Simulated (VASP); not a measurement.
The system is BAs.

```xyz
2
Lattice="0.0000 2.4043 2.4043 2.4043 0.0000 2.4043 2.4043 2.4043 0.0000" Properties=species:S:1:pos:R:3 pbc="T T T"
As    3.6065    3.6065    3.6065
B     0.0000    0.0000    0.0000
```

This cell differs from its parent crystal: volume scaled by 1.02.

Base run:

* Program: VASP 6.6.1
* Functional: PBEsol
* Potentials or basis: VASP PAW PBE potentials, release 64 (As, B)
* Cutoff: 520 eV
* k mesh: 10 × 10 × 10
* Occupations: fermi-dirac, width 0.05 eV
* Spin: no spin polarisation

Its results: band gap on the k mesh 1.10 eV, indirect (least direct gap 3.22 eV); pressure -2.6 GPa.

Q: The run is repeated on the same cell with these changes: functional from PBEsol to revPBE; dispersion from none to D3(BJ). What comes out?

A: Band gap on the k mesh 1.22 eV, indirect (least direct gap 3.25 eV); pressure -4.9 GPa.

Several settings changed at once, so the effect can't be laid on one alone.

Caveats: the PAW data sets were made with another functional, which shifts forces and pressure a little.

A k mesh can miss the band edges.
